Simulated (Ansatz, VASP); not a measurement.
# Two plane-wave programs on Ag

```xyz
1
Lattice="0.0000 2.0155 2.0155 2.0155 0.0000 2.0155 2.0155 2.0155 0.0000" Properties=species:S:1:pos:R:3 pbc="T T T"
Ag    0.0000    0.0000    0.0000
```

Change from the starting cell: volume scaled by 0.96, PAW files.

Alike in both runs: task electric field gradients; functional LDA; k mesh 15 × 15 × 15; occupations fermi-dirac, width 0.05 eV; no spin polarisation.

```csv
,VASP,Ansatz
version,VASP 6.6.1,Ansatz 0.2.0
potentials or method,"VASP PAW LDA potentials, release 64 (Ag)","PAW with Ansatz's default frozen-core files, scalar-relativistic"
plane-wave cutoff (eV),520,420
valence electrons in the cell,11,19
```

|  | VASP | Ansatz | Ansatz less VASP |
| --- | --- | --- | --- |
| pressure (GPa) | -2.9 | -3.0 | -0.15 |

LDA's correlation is that of Perdew and Zunger in VASP and of Perdew and Wang (1992) in Ansatz. VASP's potentials hold 11 valence electrons a cell and Ansatz's 19, so a difference there can come from the potentials and not from the codes.
